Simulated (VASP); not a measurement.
# Co (P6_3/mmc) in VASP: notebook

Runs on Co. Level: PBE. Tasks: single point, relaxation of cell and atoms.

All numbers are computed with VASP 6.6.1; they aren't measurements. Logs are shortened: lines on timing, memory, paths and dates and some standing lists are left out, and cuts for length are marked.

## Step 1: The cell of the first run

The structure is hexagonal, space group P6_3/mmc (No. 194). The conventional cell has a = 2.495 Å, b = 2.495 Å, c = 4.032 Å, α = 90.00°, β = 90.00°, γ = 120.00°. Co (site symmetry -6m2) has 12 Co at 2.48 to 2.50 Å within 3.3 Å.

## Step 2: Single point, PBE, collinear spin, ferromagnetic start

Input file INCAR:

```
SYSTEM = Co
ALGO = Normal
EDIFF = 1E-6
ENCUT = 520
GGA = PE
ISIF = 2
ISMEAR = -1
ISPIN = 2
LASPH = .TRUE.
LCHARG = .FALSE.
LMAXMIX = 4
LORBIT = 11
LREAL = .FALSE.
LWAVE = .FALSE.
MAGMOM = 2 2
NBANDS = 20
NELM = 150
PREC = Accurate
SIGMA = 0.05
```

Input file KPOINTS:

```
k-points
0
G
  17 17 9
  0 0 0
```

Input file POSCAR:

```
Co
1.0
    2.4953926951      0.0000000000      0.0000000000
   -1.2476963476      2.1610734664      0.0000000000
    0.0000000000      0.0000000000      4.0317541369
Co
2
Direct
    0.3333333333      0.6666666667      0.2500000000
    0.6666666667      0.3333333333      0.7500000000
```

Potentials or basis: VASP PAW PBE potentials, release 64 (Co).

Run with:

```bash
$ cat potpaw_PBE.64/Co/POTCAR > POTCAR
$ mpirun -np 1 vasp_std > vasp.out
```

OUTCAR:

```text
SYSTEM = Co
   EDIFF = 1E-6
   ENCUT = 520
   GGA = PE
   ISIF = 2
   ISMEAR = -1
   ISPIN = 2
   LASPH = .TRUE.
   LORBIT = 11
   LREAL = .FALSE.
   NELM = 150
   PREC = Accurate

 ion  position               nearest neighbor table
   1  0.333  0.667  0.250-   2 2.48   2 2.48   2 2.48   2 2.48   2 2.48   2 2.48
   2  0.667  0.333  0.750-   1 2.48   1 2.48   1 2.48   1 2.48   1 2.48   1 2.48

  LATTYP: Found a hexagonal cell.
 ALAT       =     2.4953926951
 C/A-ratio  =     1.6156792255

  Lattice vectors:

 A1 = (   2.4953926951,   0.0000000000,   0.0000000000)
 A2 = (  -1.2476963476,   2.1610734664,   0.0000000000)
 A3 = (   0.0000000000,   0.0000000000,   4.0317541369)

Analysis of symmetry for initial positions (statically):
=====================================================================
 Subroutine PRICEL returns:
 Original cell was already a primitive cell.

 Routine SETGRP: Setting up the symmetry group for a
 hexagonal supercell.

 Subroutine GETGRP returns: Found 24 space group operations
 (whereof 12 operations were pure point group operations)
 out of a pool of 24 trial point group operations.

The static configuration has the point symmetry D_3d.
 The point group associated with its full space group is D_6h.

Analysis of symmetry for dynamics (positions and initial velocities):
=====================================================================
 Subroutine PRICEL returns:
 Original cell was already a primitive cell.

 Routine SETGRP: Setting up the symmetry group for a
 hexagonal supercell.

 Subroutine GETGRP returns: Found 24 space group operations
 (whereof 12 operations were pure point group operations)
 out of a pool of 24 trial point group operations.

The dynamic configuration has the point symmetry D_3d.
 The point group associated with its full space group is D_6h.

Analysis of structural, dynamic, and magnetic symmetry:
=====================================================================
 Subroutine PRICEL returns:
 Original cell was already a primitive cell.

 Routine SETGRP: Setting up the symmetry group for a
 hexagonal supercell.

 Subroutine GETGRP returns: Found 24 space group operations
 (whereof 12 operations were pure point group operations)
 out of a pool of 24 trial point group operations.

The overall configuration has the point symmetry D_3d.
 The point group associated with its full space group is D_6h.

 Subroutine INISYM returns: Found 24 space group operations
 (whereof 12 operations are pure point group operations),
 and found     1 'primitive' translations

----------------------------------------------------------------------------------------

                                     Primitive cell

  volume of cell :      21.7421

  direct lattice vectors                    reciprocal lattice vectors
     2.495392695  0.000000000  0.000000000     0.400738530  0.231366498  0.000000000
    -1.247696348  2.161073466  0.000000000     0.000000000  0.462732996  0.000000000
     0.000000000  0.000000000  4.031754137     0.000000000  0.000000000  0.248030997

  length of vectors
     2.495392695  2.495392695  4.031754137     0.462732996  0.462732996  0.248030997

  position of ions in fractional coordinates (direct lattice)
     0.333333333  0.666666667  0.250000000
     0.666666667  0.333333333  0.750000000

  ion indices of the primitive-cell ions
   primitive index   ion index
                 1           1
                 2           2

----------------------------------------------------------------------------------------

 KPOINTS: k-points

Automatic generation of k-mesh.
 Grid dimensions read from file:
 generate k-points for:   17   17    9

 Generating k-lattice:

  Cartesian coordinates                     Fractional coordinates (reciprocal lattice)
     0.023572855  0.013609794  0.000000000     0.058823529  0.000000000  0.000000000
     0.000000000  0.027219588  0.000000000     0.000000000  0.058823529  0.000000000
     0.000000000  0.000000000  0.027559000     0.000000000  0.000000000  0.111111111

  Length of vectors
     0.027219588  0.027219588  0.027559000

  Shift w.r.t. Gamma in fractional coordinates (k-lattice)
     0.000000000  0.000000000  0.000000000

 Subroutine IBZKPT returns following result:
 ===========================================

 Found    165 irreducible k-points:

 Following reciprocal coordinates:
            Coordinates               Weight
  0.000000  0.000000  0.000000      1.000000
  0.058824  0.000000  0.000000      6.000000
  0.117647 -0.000000  0.000000      6.000000
  0.176471 -0.000000  0.000000      6.000000
  0.235294 -0.000000  0.000000      6.000000
  0.294118  0.000000  0.000000      6.000000
[... 16 lines left out ...]
  0.411765  0.117647  0.000000     12.000000
  0.176471  0.176471  0.000000      6.000000
 [... further k-points ...]
   k-points           NKPTS =    165   k-points in BZ     NKDIM =    165   number of bands    NBANDS=     20
   number of dos      NEDOS =    301   number of ions     NIONS =      2
   total plane-waves  NPLWV =  12000
   dimension x,y,z NGX =    20 NGY =   20 NGZ =   30
   dimension x,y,z NGXF=    40 NGYF=   40 NGZF=   60
   ions per type =               2
   NGX,Y,Z   is equivalent  to a cutoff of  13.32, 13.32, 12.37 a.u.
   NGXF,Y,Z  is equivalent  to a cutoff of  26.65, 26.65, 24.74 a.u.
 SYSTEM =  Co
   PREC   = accura    normal or accurate (medium, high low for compatibility)
   ISTART =      0    job   : 0-new  1-cont  2-samecut
   ICHARG =      2    charge: 1-file 2-atom 10-const
   ISPIN  =      2    spin polarized calculation?
   LNONCOLLINEAR =      F non collinear calculations
   LSORBIT =      F    spin-orbit coupling
   LASPH  =      T    aspherical Exc in radial PAW
   ENCUT  =  520.0 eV  38.22 Ry    6.18 a.u.   4.64  4.64  7.50*2*pi/ulx,y,z
   NELM   =    150;   NELMIN=  2; NELMDL= -5     # of ELM steps
   EDIFF  = 0.1E-05   stopping-criterion for ELM
   LREAL  =      F    real-space projection
   EDIFFG = 0.1E-04   stopping-criterion for IOM
   NSW    =      0    number of steps for IOM
   IBRION =     -1    ionic relax: 0-MD 1-quasi-New 2-CG
   NFREE  =      0    steps in history (QN), initial steepest desc. (CG)
   ISIF   =      2    stress and relaxation
   ISYM   =      2    0-nonsym 1-usesym 2-fastsym
   POTIM  = 0.5000    time-step for ionic-motion
   TEBEG  =    0.0;   TEEND  =   0.0 temperature during run
   PSTRESS=    0.0 pullay stress
   NELECT =      18.0000    total number of electrons
   NUPDOWN=      -1.0000    fix difference up-down
   EMIN   =  10.00;   EMAX   =-10.00  energy-range for DOS
   EFERMI =   0.00;   METHOD = LEGACY
   ISMEAR =    -1;   SIGMA  =   0.05  broadening in eV -4-tet -1-fermi 0-gaus
   EFERMI_NEDOS =   21; number of points for ismear=-14 and -15
   IALGO  =     38    algorithm
   IMIX   =      4    mixing-type and parameters
     AMIX     =   0.40;   BMIX     =  1.00
     AMIX_MAG =   1.60;   BMIX_MAG =  1.00
  volume/ion in A,a.u.               =      10.87        73.36
  Fermi-wavevector in a.u.,A,eV,Ry     =   1.537204  2.904894 32.150515  2.362996
  Thomas-Fermi vector in A             =   2.643746
   LORBIT       =     11    0 simple, 1 ext, 2 COOP (PROOUT), +10 PAW based schemes
   GGA     = PE    functional components
   LHFCALC =     F    Hartree Fock is set to
   AEXX    =    0.0000 exact exchange contribution
   IVDW    =     0    specifies the selected vdW correction
   LEPSILON=     F    determine dielectric tensor
   LRPA    =     F    only Hartree local field effects (RPA)
 spin polarized calculation
  energy-cutoff  :      520.00
  volume of cell :       21.74
 maximum number of plane-waves:       600
 NGX is ok and might be reduce to    20
   NGX =  9   NGY =  9   NGZ = 15

 number of electron      17.9999996 magnetization       3.2365740

 Free energy of the ion-electron system (eV)
  ---------------------------------------------------
  ext. energy  EPLUGINS =         0.00000000
  ---------------------------------------------------
  free energy    TOTEN  =       -14.07836236 eV

  energy without entropy =      -14.06384684  energy(sigma->0) =      -14.07110460

 E-fermi :  10.2205     XC(G=0): -13.3917

 val. band max:       10.2190518189   @ k =   0.1765   0.1765   0.1111
 cond. band min:      10.2226953731   @ k =   0.4118   0.0588   0.4444
 fundamental gap:      0.0036435542
 Fermi energy:        10.2204814527

 spin component 1

 k-point     1 :       0.0000    0.0000    0.0000
  band No.  band energies     occupation
      1       1.3309      1.00000
      2       5.1074      1.00000
      3       7.6208      1.00000
      4       7.6378      1.00000
      5       7.6378      1.00000
      6       7.9490      1.00000
[... 12 lines left out ...]
     19      36.0622      0.00000
     20      36.0622      0.00000

 k-point     2 :       0.0588    0.0000    0.0000
  band No.  band energies     occupation
      1       1.4523      1.00000
      2       5.1807      1.00000
      3       7.4772      1.00000
      4       7.6943      1.00000
      5       7.7654      1.00000
      6       7.9217      1.00000
[... 12 lines left out ...]
     19      37.5548      0.00000
     20      38.1381      0.00000

 k-point     3 :       0.1176   -0.0000    0.0000
  band No.  band energies     occupation
      1       1.8104      1.00000
      2       5.3832      1.00000
      3       7.2948      1.00000
      4       7.8151      1.00000
      5       7.8589      1.00000
      6       7.9045      1.00000
[... 12 lines left out ...]
     19      36.5660      0.00000
     20      39.6392      0.00000

 k-point     4 :       0.1765   -0.0000    0.0000
  band No.  band energies     occupation
      1       2.3846      1.00000
      2       5.6533      1.00000
      3       7.1050      1.00000
      4       7.3499      1.00000
      5       7.7164      1.00000
      6       8.0209      1.00000
[... 429 lines left out ...]
 k-point    23 :       0.4118    0.1176    0.0000
  band No.  band energies     occupation
      1       5.6525      1.00000
      2       5.7275      1.00000
      3       5.8384      1.00000
      4       7.3577      1.00000
      5       7.4099      1.00000
      6       7.6790      1.00000
[... 12 lines left out ...]
     19      32.4020      0.00000
     20      35.2697      0.00000

 k-point    24 :       0.1765    0.1765    0.0000
  band No.  band energies     occupation
      1       4.2004      1.00000
      2       6.2135      1.00000
      3       6.4331      1.00000
      4       6.5776      1.00000
      5       7.4945      1.00000
      6       7.7128      1.00000
[... 12 lines left out ...]
     19      32.4829      0.00000
     20      37.9999      0.00000

 [... further k-points ...]

 spin component 2

 k-point     1 :       0.0000    0.0000    0.0000
  band No.  band energies     occupation
      1       1.3259      1.00000
      2       6.0576      1.00000
      3       9.2614      1.00000
      4       9.2849      1.00000
      5       9.2849      1.00000
      6       9.6503      0.99999
[... 12 lines left out ...]
     19      36.3550      0.00000
     20      36.3551      0.00000

 k-point     2 :       0.0588    0.0000    0.0000
  band No.  band energies     occupation
      1       1.4477      1.00000
      2       6.1410      1.00000
      3       9.0926      1.00000
      4       9.3471      1.00000
      5       9.4284      1.00000
      6       9.6142      0.99999
[... 12 lines left out ...]
     19      37.8572      0.00000
     20      38.4029      0.00000

 k-point     3 :       0.1176   -0.0000    0.0000
  band No.  band energies     occupation
      1       1.8079      1.00000
      2       6.3748      1.00000
      3       8.8669      1.00000
      4       9.0397      1.00000
      5       9.4785      1.00000
      6       9.5287      1.00000
[... 12 lines left out ...]
     19      36.5081      0.00000
     20      39.8415      0.00000

 k-point     4 :       0.1765   -0.0000    0.0000
  band No.  band energies     occupation
      1       2.3896      1.00000
      2       6.7019      1.00000
      3       8.4586      1.00000
      4       8.6128      1.00000
      5       9.3426      1.00000
      6       9.7502      0.99992
[... 429 lines left out ...]
 k-point    23 :       0.4118    0.1176    0.0000
  band No.  band energies     occupation
      1       6.5226      1.00000
      2       6.9225      1.00000
      3       7.0827      1.00000
      4       8.1443      1.00000
      5       9.0184      1.00000
      6       9.1807      1.00000
[... 12 lines left out ...]
     19      32.7255      0.00000
     20      35.6173      0.00000

 k-point    24 :       0.1765    0.1765    0.0000
  band No.  band energies     occupation
      1       4.2863      1.00000
      2       7.4111      1.00000
      3       7.6031      1.00000
      4       7.9396      1.00000
      5       9.1055      1.00000
      6       9.2654      1.00000
[... 12 lines left out ...]
     19      32.7945      0.00000
     20      38.2399      0.00000

 [... further k-points ...]
[... 5 lines left out ...]
  --------------------------------------------------------------------------------------
  -------------------------------------------------------------------------------------
  Total       -0.0896686     -0.0896686     -0.1152456      0.0000000     -0.0000000      0.0000000
  in kB       -6.6076736     -6.6076736     -8.4924418      0.0000000     -0.0000000      0.0000000
  external PRESSURE =      -7.2359296 kB  Pullay stress =       0.0000000 kB

 VOLUME and BASIS-vectors are now :
 -----------------------------------------------------------------------------
  energy-cutoff  :      520.00
  volume of cell :       21.74
      direct lattice vectors                 reciprocal lattice vectors
     2.495392695  0.000000000  0.000000000     0.400738530  0.231366498  0.000000000
    -1.247696348  2.161073466  0.000000000     0.000000000  0.462732996  0.000000000
     0.000000000  0.000000000  4.031754137     0.000000000  0.000000000  0.248030997

 POSITION                                       TOTAL-FORCE (eV/Angst)
 -----------------------------------------------------------------------------------
     -0.00000      1.44072      1.00794        -0.000000      0.000000      0.000000
      1.24770      0.72036      3.02382         0.000000     -0.000000      0.000000
 -----------------------------------------------------------------------------------
    total drift:                               -0.000000      0.000000     -0.000000

  FREE ENERGIE OF THE ION-ELECTRON SYSTEM (eV)
  ---------------------------------------------------
  free  energy   TOTEN  =       -14.0783623550 eV

  energy  without entropy=      -14.0638468359  energy(sigma->0) =      -14.07110460

 total charge

# of ion       s       p       d       tot
------------------------------------------
    1        0.488   0.520   7.261   8.269
    2        0.488   0.520   7.261   8.269
--------------------------------------------------
tot          0.976   1.039  14.522  16.538

 magnetization (x)

# of ion       s       p       d       tot
------------------------------------------
    1       -0.015  -0.054   1.707   1.638
    2       -0.015  -0.054   1.707   1.638
--------------------------------------------------
tot         -0.029  -0.108   3.414   3.277
```

Run time: 51 s. Hardware: 1 thread of Intel Xeon 6975P-C (Granite Rapids), shared host; peak memory 0.22 GiB.

Results:

```yaml
Free_energy: -14.0784 eV
Pressure: -0.7 GPa
Net_moment: 3.24 μB per cell
Site_moments: Co +1.64 μB
Valence_electrons_inside_the_program's_atomic_spheres: Co 8.27
```

## Step 3: Single point, PBE, collinear spin, antiferromagnetic start

Input file INCAR:

```
PREC     = Accurate       # precision mode
ENCUT    = 520            # plane-wave cutoff, eV
EDIFF    = 1E-7           # SCF threshold, eV
ISMEAR   = -1             # smearing method
SIGMA    = 0.05           # smearing width, eV
LREAL    = F              # projectors in reciprocal space
LASPH    = T              # aspherical terms in the spheres
NELM     = 150            # most SCF steps
ALGO     = Normal         # electronic algorithm
ISIF     = 2              # what is computed and relaxed
LWAVE    = F              # write WAVECAR
LCHARG   = F              # write CHGCAR
ISPIN    = 2              # spin polarisation
MAGMOM   = 2 -2           # initial moments
LORBIT   = 11             # projections on sites
LMAXMIX  = 4              # l up to which the mixer works
GGA      = PE             # functional
NBANDS   = 20             # bands
```

Input file KPOINTS:

```
regular mesh
0
Gamma
  17 17 9
```

POSCAR is that of step 2.

Potentials or basis: VASP PAW PBE potentials, release 64 (Co).

Run with:

```bash
$ cat potpaw_PBE.64/Co/POTCAR > POTCAR
$ mpirun -np 1 vasp_std > vasp.out
```

Wall time 78 s (1 thread of Intel Xeon 6975P-C (Granite Rapids), shared host); peak memory 0.21 GiB.

Results (log left out):

- Free energy: -13.6297 eV
- Pressure: -7.7 GPa
- Band gap on the k mesh: zero (filled and empty bands overlap)
- Net moment: 0.00 μB per cell
- Site moments: Co +0.90, -0.90 μB
- Valence electrons inside the program's atomic spheres: Co 8.27

Stress tensor (GPa, compression positive):
```
-7.84  0.00  0.00
 0.00 -7.84  0.00
 0.00  0.00 -7.38
```

Levels at points of the mesh, in eV from the Fermi level:
Spin up:
```csv
k point,band 5,band 6,band 7,band 8,band 9,band 10,band 11,band 12,band 13,band 14
"(0.00, 0.00, 0.00)",-1.84,-1.30,-1.30,-1.11,-1.11,-0.09,0.21,0.21,6.82,21.84
```
Spin down:
```csv
k point,band 5,band 6,band 7,band 8,band 9,band 10,band 11,band 12,band 13,band 14
"(0.00, 0.00, 0.00)",-1.84,-1.30,-1.30,-1.11,-1.11,-0.09,0.21,0.21,6.82,21.84
```

Caveat: the cell stands under tension.

[end of part 1 of 2]
